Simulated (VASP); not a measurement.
Crystal: SnTe.

```
Te Sn
1.0
     3.93056    0.00000    0.00000
     0.00000    3.93056    0.00000
     0.00000    0.00000    3.93056
Te Sn
1 1
Direct
  0.50000 0.50000 0.50000
  0.00000 0.00000 0.00000
```

This cell differs from its parent crystal: volume scaled by 1.02.

Base run:

```yaml
Program: VASP 6.6.1
Functional: LDA
Potentials_or_basis: VASP PAW LDA potentials, release 64 (Te, Sn_d)
Cutoff: 520 eV
k_mesh: 7 × 7 × 7
Occupations: fermi-dirac, width 0.05 eV
Spin: no spin polarisation
```

Its results: band gap on the k mesh zero (band 10 reaches 6.78 eV, above the bottom of band 11 at 5.77 eV); pressure -5.3 GPa.

**Question.** The run is repeated on the same cell with these changes: functional from LDA to PBE; potentials or basis from VASP PAW LDA potentials, release 64 (Te, Sn_d) to VASP PAW PBE potentials, release 64 (Te, Sn_d). What comes out?

**Answer.** Band gap on the k mesh zero (band 10 reaches 6.99 eV, above the bottom of band 11 at 5.99 eV); pressure -1.7 GPa.

Caveats: spin-orbit coupling is left out, which moves the levels of the heavy elements.
